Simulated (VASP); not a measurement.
NaCl:

```
Cl Na
1.0
     0.00000    2.79406    2.79406
     2.79406    0.00000    2.79406
     2.79406    2.79406    0.00000
Cl Na
1 1
Direct
  0.50000 0.50000 0.50000
  0.00000 0.00000 0.00000
```

- Program: VASP 6.6.1
- Task: relaxation of cell and atoms
- Functional: B3LYP
- Potentials or basis: VASP PAW PBE potentials, release 64 (Cl, Na_pv)
- Cutoff: 600 eV
- k mesh: 4 × 4 × 4
- Occupations: fermi-dirac, width 0.05 eV
- Spin: no spin polarisation

At the start: pressure 1.6 GPa; volume 21.81 Å³/atom.

Task: Where does the relaxation end?

Result: Over 4 steps the energy falls by 5.9 meV/atom and the volume is 23.04 Å³/atom (+5.6 %); space group Fm-3m (No. 225, to 0.1 Å) before and after.

Step by step:
| step | energy change (eV) | largest force (eV/Å) | pressure (GPa) | volume (Å³) |
| --- | --- | --- | --- | --- |
| 1 | 0.0000 | 0.0000 | 1.55 | 43.63 |
| 2 | -0.0093 | 0.0000 | 0.63 | 44.97 |
| 3 | -0.0116 | 0.0000 | 0.16 | 45.79 |
| 4 | -0.0118 | 0.0000 | 0.01 | 46.08 |

Final structure:
```
Cl Na
1.0
     0.00000    2.84543    2.84543
     2.84543    0.00000    2.84543
     2.84543    2.84543    0.00000
Cl Na
1 1
Direct
  0.50000 0.50000 0.50000
  0.00000 0.00000 0.00000
```

Caveat: the k points lie up to 0.48 Å⁻¹ apart in the final cell; the PAW data sets were made with another functional, which shifts forces and pressure a little.
